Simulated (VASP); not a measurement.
The system is Zn4W.

```
CELL_PARAMETERS angstrom
-2.67520 2.67520 2.67520
2.67520 -2.67520 2.67520
2.67520 2.67520 -2.67520
ATOMIC_POSITIONS crystal
Zn 0.00000 0.00000 0.50000
Zn 0.50000 0.00000 0.00000
Zn 0.00000 0.50000 0.00000
Zn 0.50000 0.50000 0.50000
W 0.00000 0.00000 0.00000
```

* Program: VASP 6.6.1
* Task: relaxation of cell and atoms
* Functional: PBE
* Potentials or basis: VASP PAW PBE potentials, release 64 (Zn, W_sv)
* Cutoff: 600 eV
* k mesh: 4 × 4 × 4
* Occupations: gaussian, width 0.1 eV
* Spin: no spin polarisation

At the start: pressure 45.0 GPa; volume 15.32 Å³/atom.

Problem. Where does the relaxation end?

Solution. Over 3 steps the energy falls by 634.1 meV/atom and the volume is 21.37 Å³/atom (+39.5 %); space group Im-3m (No. 229, to 0.05 Å).

Step by step:
```csv
step,energy change (eV),largest force (eV/Å),pressure (GPa),volume (Å³)
1,0.0000,0.0000,45.04,76.58
2,-2.2017,0.0000,-9.03,134.90
3,-3.1705,0.0000,0.12,106.86
```

Final structure:
```xyz
5
Lattice="-2.9894 2.9894 2.9894 2.9894 -2.9894 2.9894 2.9894 2.9894 -2.9894" Properties=species:S:1:pos:R:3 pbc="T T T"
Zn    1.4947    1.4947   -1.4947
Zn   -1.4947    1.4947    1.4947
Zn    1.4947   -1.4947    1.4947
Zn    1.4947    1.4947    1.4947
W     0.0000    0.0000    0.0000
```

Caveat: the k points lie up to 0.37 Å⁻¹ apart in the final cell; the volume moved by over 15 % at a fixed basis, so the end points are rough.
